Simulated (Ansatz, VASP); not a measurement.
Ti2Co in VASP and in Ansatz

Contents of POSCAR:

```
Ti2Co
1.0
    0.0000000000      3.5644567516      3.5644567516
    3.5644567516      0.0000000000      3.5644567516
    3.5644567516      3.5644567516      0.0000000000
Ti Co
4 2
Direct
    0.1250000000      0.1250000000      0.1250000000
    0.6250000000      0.1250000000      0.1250000000
    0.1250000000      0.1250000000      0.6250000000
    0.1250000000      0.6250000000      0.1250000000
    0.5000000000      0.5000000000      0.5000000000
    0.7500000000      0.7500000000      0.7500000000
```

INCAR.step1

```
SYSTEM = Ti2Co
PREC     = Accurate       ! precision mode
ENCUT    = 520            ! plane-wave cutoff, eV
ISMEAR   = 0              ! smearing method
SIGMA    = 0.1            ! smearing width, eV
LREAL    = .False.        ! projectors in reciprocal space
LASPH    = .True.         ! aspherical terms in the spheres
NELM     = 150            ! most SCF steps
ISPIN    = 2              ! spin polarisation
MAGMOM   = 0.41 0.41 0.41 0.41 1.94 1.94 ! initial moments
LMAXMIX  = 4              ! l up to which the mixer works
NBANDS   = 46             ! bands
GGA      = PE             ! functional
ALGO     = Normal         ! electronic algorithm
EDIFF    = 1E-4           ! SCF threshold, eV
LWAVE    = .True.         ! write WAVECAR
LCHARG   = .False.        ! write CHGCAR
```

Contents of INCAR.step2:

```
SYSTEM = Ti2Co
PREC     = Accurate       ! precision mode
ENCUT    = 520            ! plane-wave cutoff, eV
EDIFF    = 1E-7           ! SCF threshold, eV
ISMEAR   = 0              ! smearing method
SIGMA    = 0.1            ! smearing width, eV
LREAL    = .False.        ! projectors in reciprocal space
LASPH    = .True.         ! aspherical terms in the spheres
NELM     = 150            ! most SCF steps
ALGO     = Normal         ! electronic algorithm
ISIF     = 2              ! what is computed and relaxed
LWAVE    = .False.        ! write WAVECAR
LCHARG   = .True.         ! write CHGCAR
ISPIN    = 2              ! spin polarisation
MAGMOM   = 0.41 0.41 0.41 0.41 1.94 1.94 ! initial moments
LORBIT   = 11             ! projections on sites
LMAXMIX  = 4              ! l up to which the mixer works
METAGGA  = R2SCAN         ! meta-GGA
LMIXTAU  = .True.       
LELF     = .True.         ! ELF
LVHAR    = .True.       
NBANDS   = 46             ! bands
ISTART   = 1
```

KPOINTS

```
regular mesh
0
Gamma
  10 10 10
  0 0 0
```

Input for Ansatz:

```yaml
crystal:
  lattice:
    - [0.0, 3.5644567516, 3.5644567516]
    - [3.5644567516, 0.0, 3.5644567516]
    - [3.5644567516, 3.5644567516, 0.0]
  atoms:
    - { symbol: Ti, position: [0.125, 0.125, 0.125], spin: 0.41 }
    - { symbol: Ti, position: [0.625, 0.125, 0.125], spin: 0.41 }
    - { symbol: Ti, position: [0.125, 0.125, 0.625], spin: 0.41 }
    - { symbol: Ti, position: [0.125, 0.625, 0.125], spin: 0.41 }
    - { symbol: Co, position: [0.5, 0.5, 0.5], spin: 1.94 }
    - { symbol: Co, position: [0.75, 0.75, 0.75], spin: 1.94 }
basis:
  ecutwfc: 500
kpoints:
  mp_grid: { grid: [10, 10, 10] }
hamiltonian:
  xc: r2scan
scf:
  occupations: { method: gaussian, width: 0.1 }
output:
  forces: true
  stress: true
  eigenvalues: true
  populations: true
magnetization:
  spin_polarized: true
```

Alike in both runs: task single point; functional r2SCAN; k mesh 10 × 10 × 10; occupations gaussian, width 0.1 eV; collinear spin.

|  | VASP | Ansatz |
| --- | --- | --- |
| version | VASP 6.6.1 | Ansatz 0.2.0 |
| potentials or method | VASP PAW PBE potentials, release 64 (Ti_sv, Co), cutoff 520 eV | scalar-relativistic, plane waves, PAW |
| valence electrons in the cell | 66 | 82 |

|  | VASP | Ansatz | Ansatz less VASP |
| --- | --- | --- | --- |
| gap on the k mesh at the Fermi level (eV) | none | none | - |
| pressure (GPa) | 0.5 | 0.0 | -0.51 |
| net moment per atom (μB) | 0.80 | 0.81 | +0.007 |
| size of the moment on the site where the two differ most (μB) | 0.41 | 0.38 | -0.038 |

VASP's potentials were made for PBE, not for r2SCAN. Site moments also hang on the region over which each program counts them. A gap of «none» marks a metal or a gap that the smearing closes. With one functional, cell and mesh, what is left measures potentials, basis and numerics. VASP's potentials hold 66 valence electrons a cell and Ansatz's 82, so a difference there can come from the potentials and not from the codes. Ansatz's warnings: stability check not made.
